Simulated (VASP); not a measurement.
# BN (P6_3mc) in VASP: settings compared, part 2 of 2

VASP 6.6.1. The steps go on from the part before.

### Step 3. Single point, PBE

Input file INCAR:

```
  ALGO = Normal
  EDIFF = 1E-6
  ENCUT = 520
  GGA = PE
  ISIF = 2
  ISMEAR = 0
  LASPH = T
  LCHARG = F
  LREAL = F
  LWAVE = F
  NBANDS = 16
  NELM = 60
  PREC = Accurate
  SIGMA = 0.05
```

Input file KPOINTS:

```
k-points
0
Gamma
  10 10 6
```

Input file POSCAR:

```
BN
1.0
    2.5369300260      0.0000000000      0.0000000000
   -1.2684650130      2.1970458501      0.0000000000
    0.0000000000      0.0000000000      4.1959171737
B N
2 2
Direct
    0.6666666667      0.3333333333      0.0002721794
    0.3333333333      0.6666666667      0.5002721794
    0.6666666667      0.3333333333      0.3747278206
    0.3333333333      0.6666666667      0.8747278206
```

Potentials or basis: VASP PAW PBE potentials, release 64 (B, N).

On the command line:

```bash
$ cat potpaw_PBE.64/B/POTCAR potpaw_PBE.64/N/POTCAR > POTCAR
$ mpirun -np 1 vasp_std > vasp.out
```

OUTCAR:

```text
EDIFF = 1E-6
   ENCUT = 520
   GGA = PE
   ISIF = 2
   ISMEAR = 0
   LASPH = T
   LREAL = F
   NELM = 60
   PREC = Accurate

 ion  position               nearest neighbor table
   1  0.667  0.333  0.000-   4 1.56   4 1.56   4 1.56   3 1.57
   2  0.333  0.667  0.500-   3 1.56   3 1.56   3 1.56   4 1.57
   3  0.667  0.333  0.375-   2 1.56   2 1.56   2 1.56   1 1.57
   4  0.333  0.667  0.875-   1 1.56   1 1.56   1 1.56   2 1.57

  LATTYP: Found a hexagonal cell.
 ALAT       =     2.5369300260
 C/A-ratio  =     1.6539349256

  Lattice vectors:

 A1 = (   2.5369300260,   0.0000000000,   0.0000000000)
 A2 = (  -1.2684650130,   2.1970458501,   0.0000000000)
 A3 = (   0.0000000000,   0.0000000000,   4.1959171737)

Analysis of symmetry for initial positions (statically):
=====================================================================
 Subroutine PRICEL returns:
 Original cell was already a primitive cell.

 Routine SETGRP: Setting up the symmetry group for a
 hexagonal supercell.

 Subroutine GETGRP returns: Found 12 space group operations
 (whereof  6 operations were pure point group operations)
 out of a pool of 24 trial point group operations.

The static configuration has the point symmetry C_3v.
 The point group associated with its full space group is C_6v.

Analysis of symmetry for dynamics (positions and initial velocities):
=====================================================================
 Subroutine PRICEL returns:
 Original cell was already a primitive cell.

 Routine SETGRP: Setting up the symmetry group for a
 hexagonal supercell.

 Subroutine GETGRP returns: Found 12 space group operations
 (whereof  6 operations were pure point group operations)
 out of a pool of 24 trial point group operations.

The dynamic configuration has the point symmetry C_3v.
 The point group associated with its full space group is C_6v.

 Subroutine INISYM returns: Found 12 space group operations
 (whereof  6 operations are pure point group operations),
 and found     1 'primitive' translations

----------------------------------------------------------------------------------------

                                     Primitive cell

  volume of cell :      23.3870

  direct lattice vectors                    reciprocal lattice vectors
     2.536930026  0.000000000  0.000000000     0.394177210  0.227578318  0.000000000
    -1.268465013  2.197045850  0.000000000     0.000000000  0.455156637  0.000000000
     0.000000000  0.000000000  4.195917174     0.000000000  0.000000000  0.238326916

  length of vectors
     2.536930026  2.536930026  4.195917174     0.455156637  0.455156637  0.238326916

  position of ions in fractional coordinates (direct lattice)
     0.666666667  0.333333333  0.000272179
     0.333333333  0.666666667  0.500272179
     0.666666667  0.333333333  0.374727821
     0.333333333  0.666666667  0.874727821

  ion indices of the primitive-cell ions
   primitive index   ion index
                 1           1
                 2           2
                 3           3
                 4           4

[... 26 lines left out ...]
 Following reciprocal coordinates:
            Coordinates               Weight
  0.000000  0.000000  0.000000      1.000000
  0.100000 -0.000000  0.000000      6.000000
  0.200000 -0.000000  0.000000      6.000000
  0.300000 -0.000000  0.000000      6.000000
  0.400000 -0.000000  0.000000      6.000000
  0.500000 -0.000000  0.000000      3.000000
[... 16 lines left out ...]
  0.300000  0.100000  0.166667     24.000000
  0.400000  0.100000  0.166667     24.000000
 [... further k-points ...]
   k-points           NKPTS =     56   k-points in BZ     NKDIM =     56   number of bands    NBANDS=     16
   number of dos      NEDOS =    301   number of ions     NIONS =      4
   total plane-waves  NPLWV =  12800
   dimension x,y,z NGX =    20 NGY =   20 NGZ =   32
   dimension x,y,z NGXF=    40 NGYF=   40 NGZF=   64
   ions per type =               2   2
   NGX,Y,Z   is equivalent  to a cutoff of  13.11, 13.11, 12.68 a.u.
   NGXF,Y,Z  is equivalent  to a cutoff of  26.21, 26.21, 25.36 a.u.
 SYSTEM =  unknown system
   PREC   = accura    normal or accurate (medium, high low for compatibility)
   ISTART =      0    job   : 0-new  1-cont  2-samecut
   ICHARG =      2    charge: 1-file 2-atom 10-const
   ISPIN  =      1    spin polarized calculation?
   LNONCOLLINEAR =      F non collinear calculations
   LSORBIT =      F    spin-orbit coupling
   LASPH  =      T    aspherical Exc in radial PAW
   ENCUT  =  520.0 eV  38.22 Ry    6.18 a.u.   4.72  4.72  7.80*2*pi/ulx,y,z
   NELM   =     60;   NELMIN=  2; NELMDL= -5     # of ELM steps
   EDIFF  = 0.1E-05   stopping-criterion for ELM
   LREAL  =      F    real-space projection
   EDIFFG = 0.1E-04   stopping-criterion for IOM
   NSW    =      0    number of steps for IOM
   IBRION =     -1    ionic relax: 0-MD 1-quasi-New 2-CG
   NFREE  =      0    steps in history (QN), initial steepest desc. (CG)
   ISIF   =      2    stress and relaxation
   ISYM   =      2    0-nonsym 1-usesym 2-fastsym
   POTIM  = 0.5000    time-step for ionic-motion
   TEBEG  =    0.0;   TEEND  =   0.0 temperature during run
   PSTRESS=    0.0 pullay stress
   NELECT =      16.0000    total number of electrons
   NUPDOWN=      -1.0000    fix difference up-down
   EMIN   =  10.00;   EMAX   =-10.00  energy-range for DOS
   EFERMI =   0.00;   METHOD = LEGACY
   ISMEAR =     0;   SIGMA  =   0.05  broadening in eV -4-tet -1-fermi 0-gaus
   EFERMI_NEDOS =   21; number of points for ismear=-14 and -15
   IALGO  =     38    algorithm
   IMIX   =      4    mixing-type and parameters
     AMIX     =   0.40;   BMIX     =  1.00
     AMIX_MAG =   1.60;   BMIX_MAG =  1.00
  volume/ion in A,a.u.               =       5.85        39.46
  Fermi-wavevector in a.u.,A,eV,Ry     =   1.442525  2.725977 28.312065  2.080878
  Thomas-Fermi vector in A             =   2.561035
   LORBIT       =      0    0 simple, 1 ext, 2 COOP (PROOUT), +10 PAW based schemes
   GGA     = PE    functional components
   LHFCALC =     F    Hartree Fock is set to
   AEXX    =    0.0000 exact exchange contribution
   IVDW    =     0    specifies the selected vdW correction
   LEPSILON=     F    determine dielectric tensor
   LRPA    =     F    only Hartree local field effects (RPA)
 non-spin polarized calculation
 Gauss-broadening in eV      SIGMA  =   0.05
  energy-cutoff  :      520.00
  volume of cell :       23.39
 maximum number of plane-waves:       652
 NGX is ok and might be reduce to    20
   NGX =  9   NGY =  9   NGZ = 15

 number of electron      15.9999999 magnetization

 Free energy of the ion-electron system (eV)
  ---------------------------------------------------
  ext. energy  EPLUGINS =         0.00000000
  ---------------------------------------------------
  free energy    TOTEN  =       -34.81918642 eV

  energy without entropy =      -34.81918642  energy(sigma->0) =      -34.81918642

 E-fermi :   7.9681     XC(G=0): -12.8632

 val. band max:        7.6909035233   @ k =   0.0000   0.0000   0.0000
 cond. band min:      13.0553154212   @ k =   0.3000   0.3000   0.0000
 fundamental gap:      5.3644118978
 Fermi energy:         7.9681215528

 k-point     1 :       0.0000    0.0000    0.0000
  band No.  band energies     occupation
      1     -12.8375      2.00000
      2      -8.6344      2.00000
      3      -3.3303      2.00000
      4       5.5426      2.00000
      5       5.5426      2.00000
      6       7.4108      2.00000
[... 433 lines left out ...]
      3      -2.0510      2.00000
      4      -0.3656      2.00000
      5       1.2758      2.00000
      6       2.2712      2.00000
[... 8 lines left out ...]
     15      24.5832      0.00000
     16      24.9581      0.00000

 [... further k-points ...]

------------------------ aborting loop because EDIFF is reached ----------------------------------------

  FORCE on cell =-STRESS in cart. coord.  units (eV):
  Direction    XX          YY          ZZ          XY          YZ          ZX
  --------------------------------------------------------------------------------------
  -------------------------------------------------------------------------------------
  Total        1.2070726      1.2070726      1.2019140      0.0000000      0.0000000      0.0000000
  in kB       82.6931347     82.6931347     82.3397376      0.0000000      0.0000000      0.0000000
  external PRESSURE =      82.5753357 kB  Pullay stress =       0.0000000 kB

 VOLUME and BASIS-vectors are now :
 -----------------------------------------------------------------------------
  energy-cutoff  :      520.00
  volume of cell :       23.39
      direct lattice vectors                 reciprocal lattice vectors
     2.536930026  0.000000000  0.000000000     0.394177210  0.227578318  0.000000000
    -1.268465013  2.197045850  0.000000000     0.000000000  0.455156637  0.000000000
     0.000000000  0.000000000  4.195917174     0.000000000  0.000000000  0.238326916

 POSITION                                       TOTAL-FORCE (eV/Angst)
 -----------------------------------------------------------------------------------
      1.26847      0.73235      0.00114         0.000000     -0.000000      0.001420
     -0.00000      1.46470      2.09910        -0.000000      0.000000      0.001420
      1.26847      0.73235      1.57233         0.000000     -0.000000     -0.001420
     -0.00000      1.46470      3.67029         0.000000     -0.000000     -0.001420
 -----------------------------------------------------------------------------------
    total drift:                               -0.000000     -0.000000     -0.000449

  FREE ENERGIE OF THE ION-ELECTRON SYSTEM (eV)
  ---------------------------------------------------
  free  energy   TOTEN  =       -34.8191864163 eV

  energy  without entropy=      -34.8191864163  energy(sigma->0) =      -34.81918642
```

OSZICAR:

```text
N       E                     dE             d eps       ncg     rms          rms(c)
DAV:   1     0.366009405287E+02    0.36601E+02   -0.83309E+03  1792   0.972E+02
DAV:   2    -0.346357687573E+02   -0.71237E+02   -0.67061E+02  2536   0.229E+02
DAV:   3    -0.367911062320E+02   -0.21553E+01   -0.21510E+01  2104   0.360E+01
DAV:   4    -0.367960770461E+02   -0.49708E-02   -0.49705E-02  2096   0.198E+00
DAV:   5    -0.367960901096E+02   -0.13064E-04   -0.13063E-04  2080   0.940E-02    0.958E+00
DAV:   6    -0.349921047819E+02    0.18040E+01   -0.22412E+00  2256   0.137E+01    0.457E+00
DAV:   7    -0.348482853991E+02    0.14382E+00   -0.33070E-01  2304   0.463E+00    0.277E+00
DAV:   8    -0.348200991228E+02    0.28186E-01   -0.53665E-02  2096   0.190E+00    0.260E-01
DAV:   9    -0.348189072692E+02    0.11919E-02   -0.19165E-03  2048   0.523E-01    0.137E-01
DAV:  10    -0.348191787333E+02   -0.27146E-03   -0.47293E-04  2136   0.171E-01    0.253E-02
DAV:  11    -0.348191855255E+02   -0.67922E-05   -0.32310E-05  2264   0.552E-02    0.150E-02
DAV:  12    -0.348191864163E+02   -0.89082E-06   -0.56565E-06  2168   0.237E-02
   1 F= -.34819186E+02 E0= -.34819186E+02  d E =-.419822E-17
```

Wall time 11 s (1 thread of Intel Xeon Platinum 8488C (Sapphire Rapids), shared host); peak memory 0.13 GiB.

What came out:

```
Free energy            : -34.8192 eV
Pressure               : 8.3 GPa
Band gap on the k mesh : 5.36 eV (least direct gap 8.33 eV)
```

Caveat: the cell stands under pressure. As with any semilocal functional, this PBE gap is likely too small.

### Step 4. Relaxation of shape and atoms at fixed volume, PBE

Input file INCAR:

```
SYSTEM = BN
PREC     = Accurate       ! precision mode
ENCUT    = 600            ! plane-wave cutoff, eV
EDIFF    = 1E-6           ! SCF threshold, eV
ISMEAR   = 0              ! smearing method
SIGMA    = 0.05           ! smearing width, eV
LREAL    = .FALSE.        ! projectors in reciprocal space
LASPH    = .TRUE.         ! aspherical terms in the spheres
NELM     = 60             ! most SCF steps
ALGO     = Normal         ! electronic algorithm
ISIF     = 4              ! what is computed and relaxed
LWAVE    = .FALSE.        ! write WAVECAR
LCHARG   = .FALSE.        ! write CHGCAR
GGA      = PE             ! functional
IBRION   = 2              ! ionic algorithm
NSW      = 60             ! ionic steps
EDIFFG   = -0.015         ! ionic threshold
```

Input file KPOINTS:

```
regular mesh
0
G
  10 10 6
  0 0 0
```

Input file POSCAR:

```
BN
1.0
    2.5359989868      0.0000000000      0.0000000000
   -1.2679994934      2.1962395466      0.0000000000
    0.0000000000      0.0000000000      4.1989986263
B N
2 2
Direct
    0.6666666667      0.3333333333      0.0000000000
    0.3333333333      0.6666666667      0.5000000000
    0.6666666667      0.3333333333      0.3750000000
    0.3333333333      0.6666666667      0.8750000000
```

On the command line:

```bash
$ cat potpaw_PBE.64/B/POTCAR potpaw_PBE.64/N/POTCAR > POTCAR
$ mpirun -np 1 vasp_std > vasp.out
```

Wall time 19 s (1 thread of Intel Xeon Platinum 8488C (Sapphire Rapids), shared host); peak memory 0.14 GiB.

It converged, with:

```yaml
Free_energy: -34.8265 eV
Energy_gained_by_relaxing: 0.0 meV/atom
Ionic_steps: 3
Pressure_after_relaxing: 8.0 GPa
Band_gap_on_the_k_mesh: 5.36 eV (least direct gap 8.33 eV)
```

Forces on the atoms (eV/Å):
```
B    0.000  0.000 -0.003
B    0.000  0.000 -0.003
N    0.000  0.000  0.003
N    0.000  0.000  0.003
```

Stress tensor (GPa, compression positive):
```
8.02 0.00 0.00
0.00 8.02 0.00
0.00 0.00 7.85
```

The path:
```
step  energy change (eV)  largest force (eV/Å)  pressure (GPa)  volume (Å³)
   1              0.0000                0.0579            7.99        23.39
   2              0.0001                0.0813            7.94        23.39
   3             -0.0002                0.0030            7.96        23.39
```

Final structure:
```
B N
1.0
     2.53680    0.00000    0.00000
    -1.26840    2.19693    0.00000
     0.00000    0.00000    4.19635
B N
2 2
Direct
  0.66667 0.33333 0.00030
  0.33333 0.66667 0.50030
  0.66667 0.33333 0.37470
  0.33333 0.66667 0.87470
```

Levels at points of the mesh, in eV from the valence-band top:
```tsv
k point	band 6	band 7	band 8	band 9	band 10	band 11
(0.00, 0.00, 0.00)	-0.28	0.00	0.00	8.41	8.41	8.67
(0.50, 0.00, 0.00)	-5.04	-4.47	-2.13	6.75	8.00	10.65
(0.00, 0.00, 0.50)	-1.19	-1.19	-1.19	9.59	9.59	9.98
(0.50, 0.00, 0.50)	-3.81	-3.61	-3.61	6.63	6.63	10.11
```

### Step 5. Single point, PBE-based global hybrid with 35 % exact exchange

Input file POSCAR:

```
BN
1.0
    2.5369300260      0.0000000000      0.0000000000
   -1.2684650130      2.1970458501      0.0000000000
    0.0000000000      0.0000000000      4.1959171737
B N
2 2
Direct
    0.6666666667      0.3333333333      0.0002721794
    0.3333333333      0.6666666667      0.5002721794
    0.6666666667      0.3333333333      0.3747278206
    0.3333333333      0.6666666667      0.8747278206
```

Input file INCAR.step1:

```
SYSTEM = BN
ALGO = Normal ; EDIFF = 1E-5
ENCUT = 520 ; GGA = PE
ISIF = 2 ; ISMEAR = 0
LASPH = .TRUE. ; LCHARG = .FALSE.
LREAL = .FALSE. ; LWAVE = .TRUE.
NBANDS = 16 ; NELM = 80
PREC = Accurate ; SIGMA = 0.05
```

Input file INCAR.step2:

```
SYSTEM = BN
AEXX = 0.35 ; ALGO = Normal
EDIFF = 1E-6 ; ENCUT = 520
GGA = PE ; ISIF = 2
ISMEAR = 0 ; ISTART = 1
LASPH = .TRUE. ; LCHARG = .FALSE.
LHFCALC = .TRUE. ; LREAL = .FALSE.
LWAVE = .FALSE. ; NBANDS = 16
NELM = 80 ; PREC = Accurate
PRECFOCK = Normal ; SIGMA = 0.05
```

Input file KPOINTS:

```
k-points
0
G
  6 6 4
  0 0 0
```

On the command line:

```bash
$ cat potpaw_PBE.64/B/POTCAR potpaw_PBE.64/N/POTCAR > POTCAR
$ cp INCAR.step1 INCAR
$ mpirun -np 1 vasp_std > vasp.out
$ cp INCAR.step2 INCAR
$ mpirun -np 1 vasp_std > vasp.out
```

Wall time 7.4 min (1 thread of Intel Xeon Platinum 8488C (Sapphire Rapids), shared host); peak memory 0.14 GiB.

The run converged. Its results:

```
Free energy            : -45.6017 eV
Pressure               : -4.0 GPa
Largest force          : 0.026 eV/Å
Band gap on the k mesh : 8.13 eV (least direct gap 11.77 eV)
```

Forces on the atoms (eV/Å):
```
B    0.000  0.000 -0.026
B    0.000  0.000 -0.026
N    0.000  0.000  0.026
N    0.000  0.000  0.026
```

Stress tensor (GPa, compression positive):
```
-3.77  0.00  0.00
 0.00 -3.77  0.00
 0.00  0.00 -4.53
```

Levels at points of the mesh, in eV from the valence-band top:
```
           k point  band 6  band 7  band 8  band 9  band 10  band 11
(0.00, 0.00, 0.00)   -0.27    0.00    0.00   11.92    11.92    12.21
(0.50, 0.00, 0.00)   -5.63   -4.90   -2.39    9.88    11.26    14.31
(0.00, 0.00, 0.50)   -1.33   -1.33   -1.33   13.12    13.12    13.62
(0.50, 0.00, 0.50)   -4.26   -4.03   -4.03    9.80     9.80    13.52
```

Caveat: the k points lie up to 0.48 Å⁻¹ apart; the PAW data sets were made with another functional, which shifts forces and pressure a little.

### Step 6. Single point, HSE06

POSCAR is that of step 5.

Input file INCAR.step1:

```
PREC = Accurate
ENCUT = 520
EDIFF = 1E-5
ISMEAR = 0
SIGMA = 0.05
LREAL = F
LASPH = T
NELM = 100
ALGO = Normal
ISIF = 2
LWAVE = T
LCHARG = F
GGA = PE
NBANDS = 16
```

Input file INCAR.step2:

```
PREC = Accurate
ENCUT = 520
EDIFF = 1E-6
ISMEAR = 0
SIGMA = 0.05
LREAL = F
LASPH = T
NELM = 100
ALGO = Normal
ISIF = 2
LWAVE = F
LCHARG = F
GGA = PE
LHFCALC = T
HFSCREEN = 0.2079
PRECFOCK = Normal
ISTART = 1
NBANDS = 16
```

Input file KPOINTS:

```
regular mesh
0
Gamma
  6 6 4
```

Potentials or basis: VASP PAW PBE potentials, release 64 (B, N).

On the command line:

```bash
$ cat potpaw_PBE.64/B/POTCAR potpaw_PBE.64/N/POTCAR > POTCAR
$ cp INCAR.step1 INCAR
$ mpirun -np 1 vasp_std > vasp.out
$ cp INCAR.step2 INCAR
$ mpirun -np 1 vasp_std > vasp.out
```

Run time: 6.5 min. Hardware: 1 thread of Intel Xeon Platinum 8488C (Sapphire Rapids), shared host; peak memory 0.23 GiB.

The run converged. Its results:

```
Free energy            : -40.5798 eV
Pressure               : -0.6 GPa
Largest force          : 0.021 eV/Å
Band gap on the k mesh : 6.49 eV (least direct gap 10.00 eV)
```

Forces in eV/Å, atoms in the order of the input:
```
B    0.000  0.000 -0.021
B    0.000  0.000 -0.021
N    0.000  0.000  0.021
N    0.000  0.000  0.021
```

Stress tensor (GPa, compression positive):
```
-0.44  0.00  0.00
 0.00 -0.44  0.00
 0.00  0.00 -1.00
```

Levels at points of the mesh, in eV from the valence-band top:
| k point | band 6 | band 7 | band 8 | band 9 | band 10 | band 11 |
| --- | --- | --- | --- | --- | --- | --- |
| (0.00, 0.00, 0.00) | -0.28 | 0.00 | 0.00 | 10.12 | 10.12 | 10.40 |
| (0.50, 0.00, 0.00) | -5.46 | -4.77 | -2.31 | 8.19 | 9.52 | 12.46 |
| (0.00, 0.00, 0.50) | -1.29 | -1.29 | -1.29 | 11.31 | 11.31 | 11.78 |
| (0.50, 0.00, 0.50) | -4.12 | -3.91 | -3.91 | 8.09 | 8.09 | 11.75 |

Caveat: the k points lie up to 0.48 Å⁻¹ apart; the PAW data sets were made with another functional, which shifts forces and pressure a little. A k mesh can miss the band edges.

### Step 7. Summary

```tsv
task	level	cell	k mesh	cutoff (eV)	grid for exact exchange (PRECFOCK)	share of exact exchange	screening parameter	gap on the mesh (eV)	pressure (GPa)	largest force (eV/Å)
single point	PBE	a = 2.537, b = 2.537, c = 4.196 Å, angles 90.0, 90.0, 120.0°, 4 atoms, atomic positions A	6 × 6 × 4	520	-	-	-	5.17	8.3	-
single point	PBE	a = 2.537, b = 2.537, c = 4.196 Å, angles 90.0, 90.0, 120.0°, 4 atoms, atomic positions A	10 × 10 × 6	520	-	-	-	5.36	8.3	-
relaxation of shape and atoms at fixed volume	PBE	relaxed from a = 2.536, b = 2.536, c = 4.199 Å, angles 90.0, 90.0, 120.0°, 4 atoms, atomic positions B	10 × 10 × 6	600	-	-	-	5.36	8.0	-
single point	PBE-based global hybrid with 35 % exact exchange	a = 2.537, b = 2.537, c = 4.196 Å, angles 90.0, 90.0, 120.0°, 4 atoms, atomic positions A	6 × 6 × 4	520	Normal	0.35	-	8.13	-4.0	0.03
single point	HSE06	a = 2.537, b = 2.537, c = 4.196 Å, angles 90.0, 90.0, 120.0°, 4 atoms, atomic positions A	6 × 6 × 4	520	Normal	0.25	0.2079 1/Å	6.49	-0.6	0.02
```

Alike in all rows: potentials or basis VASP PAW PBE potentials, release 64 (B, N); no spin polarisation; smearing gaussian 0.05 eV.

Caveats: some runs use coarse meshes; the PAW data sets were made with another functional, which shifts forces and pressure a little (at least some runs); the cell stands under pressure (at least some runs).

Total energies depend on the potentials used, so only differences within one code and one set of settings carry meaning.
